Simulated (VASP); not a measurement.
A run of VASP 6.6.1 is set up as follows.

The input INCAR:

```
SYSTEM = Nb
ALGO     = Normal         ! electronic algorithm
EDIFF    = 1E-6           ! SCF threshold, eV
ENCUT    = 520            ! plane-wave cutoff, eV
GGA      = PS             ! functional
ISIF     = 2              ! what is computed and relaxed
ISMEAR   = -1             ! smearing method
LASPH    = .True.         ! aspherical terms in the spheres
LCHARG   = .False.        ! write CHGCAR
LREAL    = .False.        ! projectors in reciprocal space
LWAVE    = .False.        ! write WAVECAR
NBANDS   = 12             ! bands
NELM     = 60             ! most SCF steps
PREC     = Accurate       ! precision mode
SIGMA    = 0.08           ! smearing width, eV
```

File KPOINTS:

```
k-points
0
Gamma
  13 13 13
  0 0 0
```

The input POSCAR:

```
Nb
1.0
    0.0000000000      2.1150000000      2.1150000000
    2.1150000000      0.0000000000      2.1150000000
    2.1150000000      2.1150000000      0.0000000000
Nb
1
Direct
    0.0000000000      0.0000000000      0.0000000000
```

Potentials or basis: VASP PAW PBE potentials, release 64 (Nb_sv).

Command:

```console
$ cat potpaw_PBE.64/Nb_sv/POTCAR > POTCAR
$ mpirun -np 1 vasp_std > vasp.out
```

Task: Estimate the pressure.

Result: -6.9 GPa.

Caveat: the PAW data sets were made with another functional, which shifts forces and pressure a little.
